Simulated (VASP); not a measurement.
Wanted: the native input for a VASP 6.6.1 run.

```
Task                   : single point
Functional             : PBE
Potentials or basis    : VASP PAW PBE potentials, release 64 (K_sv, Ge_d)
Cutoff                 : 520 eV
k mesh                 : 8 × 8 × 6
Occupations            : gaussian, width 0.1 eV
Spin                   : no spin polarisation
Dipole correction      : no
Further INCAR settings : ALGO = Normal; EDIFF = 1e-06; NBANDS = 46
```

The structure of KGe2 lies in POSCAR:

```
KGe2
1.0
    4.6408955431      0.0000000000      0.0000000000
    0.0000000000      4.6408955431      0.0000000000
    0.0000000000      0.0000000000      7.7999991618
K Ge
2 4
Direct
    0.0000000000      0.5000000000      0.6650160409
    0.5000000000      0.0000000000      0.3349839591
    0.0000000000      0.0000000000      0.0000000000
    0.5000000000      0.5000000000      0.0000000000
    0.0000000000      0.5000000000      0.1794912394
    0.5000000000      0.0000000000      0.8205087606
```

These files were run (other wordings do the same):

INCAR

```
PREC     = Accurate       # precision mode
ENCUT    = 520            # plane-wave cutoff, eV
EDIFF    = 1E-6           # SCF threshold, eV
ISMEAR   = 0              # smearing method
SIGMA    = 0.1            # smearing width, eV
LREAL    = F              # projectors in reciprocal space
LASPH    = T              # aspherical terms in the spheres
NELM     = 80             # most SCF steps
ALGO     = Normal         # electronic algorithm
ISIF     = 2              # what is computed and relaxed
LWAVE    = F              # write WAVECAR
LCHARG   = T              # write CHGCAR
GGA      = PE             # functional
LELF     = T              # ELF
LVHAR    = T            
NBANDS   = 46             # bands
```

KPOINTS

```
Automatic mesh
0
Gamma
  8 8 6
```

Potentials or basis: VASP PAW PBE potentials, release 64 (K_sv, Ge_d).

Command:

```sh
$ cat potpaw_PBE.64/K_sv/POTCAR potpaw_PBE.64/Ge_d/POTCAR > POTCAR
$ mpirun -np 1 vasp_std > vasp.out
```

It gave:

```yaml
Pressure: 0.0 GPa
Largest_force: 0.009 eV/Å
Band_gap_on_the_k_mesh: zero (bands 37 and 38 overlap by 3.39 eV)
```

Wall time 3 min on 1 thread of Intel(R) Xeon(R) 6975P-C (Granite Rapids), on a shared host, peak memory 0.49 GiB.
